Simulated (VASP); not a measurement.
Crystal: Co.

```
CELL_PARAMETERS angstrom
2.42738 0.00000 0.00000
-1.21369 2.10217 0.00000
0.00000 0.00000 3.92305
ATOMIC_POSITIONS crystal
Co 0.33333 0.66667 0.25000
Co 0.66667 0.33333 0.75000
```

Base run:

- Program: VASP 6.6.1
- Functional: LDA
- Potentials or basis: VASP PAW LDA potentials, release 64 (Co)
- Cutoff: 520 eV
- k mesh: 15 × 15 × 8
- Occupations: methfessel-paxton, width 0.6 eV
- Spin: collinear spin, ferromagnetic start
- Starting moments: [1.558, 1.558] μB

Its results: pressure -3.2 GPa; net moment 2.77 μB per cell; site moments Co +1.38 μB.

Problem. The run is repeated on the same cell with these changes: occupations from methfessel-paxton, width 0.6 eV to methfessel-paxton, width 0.2 eV. What comes out?

Solution. Pressure -0.9 GPa; net moment 3.02 μB per cell; site moments Co +1.50 μB.

Caveats: the cell stands under tension (at least some runs); so wide a smearing shifts energies and pressures (at least some runs).
